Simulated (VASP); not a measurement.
A run of VASP 6.6.1 is set up as follows.

File INCAR:

```
PREC = Accurate
ENCUT = 520
EDIFF = 1E-7
ISMEAR = 0
SIGMA = 0.15
LREAL = F
LASPH = T
NELM = 100
ALGO = Normal
ISIF = 2
LWAVE = F
LCHARG = F
NBANDS = 22
```

File KPOINTS:

```
regular mesh
0
Gamma
  10 10 10
```

File POSCAR:

```
GaSb3
1.0
    0.0000000000      3.6539208508      3.6539208508
    3.6539208508      0.0000000000      3.6539208508
    3.6539208508      3.6539208508      0.0000000000
Ga Sb
1 3
Direct
    0.0000000000      0.0000000000      0.0000000000
    0.2500000000      0.2500000000      0.2500000000
    0.7500000000      0.7500000000      0.7500000000
    0.5000000000      0.5000000000      0.5000000000
```

Potentials or basis: VASP PAW LDA potentials, release 64 (Ga_d, Sb).

Launch:

```console
$ cat potpaw_LDA.64/Ga_d/POTCAR potpaw_LDA.64/Sb/POTCAR > POTCAR
$ mpirun -np 1 vasp_std > vasp.out
```

Task: Estimate the pressure.

Result: -1.5 GPa.

Task: What does it give for the band gap on the k mesh?

Result: Zero (band 14 reaches 9.48 eV, above the bottom of band 15 at 5.53 eV).

Caveat: spin-orbit coupling is left out, which moves the levels of the heavy elements.
